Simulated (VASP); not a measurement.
A run of VASP 6.6.1 is set up as follows.

INCAR

```
SYSTEM = SiC
PREC = Accurate ; ENCUT = 520
EDIFF = 1E-6 ; ISMEAR = 0
SIGMA = 0.05 ; LREAL = .FALSE.
LASPH = .TRUE. ; NELM = 100
ALGO = Normal ; ISIF = 2
LWAVE = .FALSE. ; LCHARG = .TRUE.
LELF = .TRUE. ; LVHAR = .TRUE.
NBANDS = 36
```

The input KPOINTS:

```
regular mesh
0
G
  12 12 2
  0 0 0
```

The input POSCAR:

```
SiC
1.0
    3.0846364989      0.0000000000      0.0000000000
   -1.5423182495      2.6713735695      0.0000000000
    0.0000000000      0.0000000000     15.1354582990
Si C
6 6
Direct
    0.0000000000      0.0000000000      0.1250882858
    0.0000000000      0.0000000000      0.6249918902
    0.3333333333      0.6666666667      0.2918672959
    0.6666666667      0.3333333333      0.7917686647
    0.3333333333      0.6666666667      0.9583457109
    0.6666666667      0.3333333333      0.4582689817
    0.0000000000      0.0000000000      0.9958501731
    0.0000000000      0.0000000000      0.5035246127
    0.3333333333      0.6666666667      0.1704002860
    0.6666666667      0.3333333333      0.6632558416
    0.3333333333      0.6666666667      0.8370088650
    0.6666666667      0.3333333333      0.3296293926
```

Potentials or basis: VASP PAW LDA potentials, release 64 (Si, C).

The run is started by

```bash
$ cat potpaw_LDA.64/Si/POTCAR potpaw_LDA.64/C/POTCAR > POTCAR
$ mpirun -np 1 vasp_std > vasp.out
```

(1) Estimate the pressure.

(2) Predict the band gap on the k mesh.

(3) Predict the largest force.

Answers

(1) -4.5 GPa.

(2) 1.92 eV (least direct gap 3.03 eV).

(3) 1.849 eV/Å.

Caveat: the cell differs from its parent crystal (atoms displaced along a vibrational mode, the cell strained); the cell stands under tension; forces of over 1 eV/Å act on the atoms, so gaps and moduli don't describe the material at rest.
